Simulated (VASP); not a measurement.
Input of a VASP 6.6.1 run:

File INCAR:

```
SYSTEM = AlFe
ALGO = Normal ; EDIFF = 1E-6
ENCUT = 520 ; GGA = CA
ISIF = 2 ; ISMEAR = -1
ISPIN = 2 ; LASPH = .TRUE.
LCHARG = .FALSE. ; LMAXMIX = 4
LORBIT = 11 ; LREAL = .FALSE.
LWAVE = .FALSE. ; MAGMOM = 0 2.4
NBANDS = 16 ; NELM = 150
PREC = Accurate ; SIGMA = 0.1
```

File KPOINTS:

```
k-points
0
G
  7 7 7
  0 0 0
```

File POSCAR:

```
AlFe
1.0
    2.9100000000      0.0000000000      0.0000000000
    0.0000000000      2.9100000000      0.0000000000
    0.0000000000      0.0000000000      2.9100000000
Al Fe
1 1
Direct
    0.0008200000      0.0064200000      0.0081700000
    0.4997100000      0.4938200000      0.4953000000
```

Potentials or basis: VASP PAW LDA potentials, release 64 (Al, Fe).

Command:

```bash
$ cat potpaw_LDA.64/Al/POTCAR potpaw_LDA.64/Fe/POTCAR > POTCAR
$ mpirun -np 1 vasp_std > vasp.out
```

Question: Estimate the largest force.

Answer: 0.332 eV/Å.

Question: Estimate the pressure.

Answer: -15.6 GPa.

Question: Predict the net moment.

Answer: 0.63 μB per cell.

Forces on the atoms (eV/Å):
```
Al  -0.020 -0.232 -0.237
Fe   0.020  0.232  0.237
```

Caveat: the cell stands under tension.
